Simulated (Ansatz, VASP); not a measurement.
# Two plane-wave programs on Y2As

```
Y As
1.0
     1.99944    1.15438    6.28660
    -1.99944    1.15438    6.28660
     0.00000   -2.30875    6.28660
Y As
2 1
Direct
  0.75402 0.75402 0.75402
  0.24598 0.24598 0.24598
  0.00000 0.00000 0.00000
```

Alike in both runs: functional PBE; k mesh 12 × 12 × 12; occupations gaussian, width 0.1 eV; no spin polarisation.

Ansatz relaxed the structure, and its values are those at the end. VASP's run is a single point on that final structure, the one shown.

```csv
,VASP,Ansatz
version,VASP 6.6.1,Ansatz 0.2.0
potentials or method,"VASP PAW PBE potentials, release 64 (Y_sv, As), cutoff 520 eV","scalar-relativistic, plane waves, PAW"
valence electrons in the cell,27,37
```

|  | VASP | Ansatz | Ansatz less VASP |
| --- | --- | --- | --- |
| gap on the k mesh at the Fermi level (eV) | none | none | - |
| pressure (GPa) | 0.0 | 0.0 | -0.05 |
| rms of the force components (eV/Å) | 0.005 | 0.000 | -0.0049 |

A gap of «none» marks a metal or a gap that the smearing closes. With one functional, cell and mesh, what is left measures potentials, basis and numerics. VASP's potentials hold 27 valence electrons a cell and Ansatz's 37, so a difference there can come from the potentials and not from the codes.
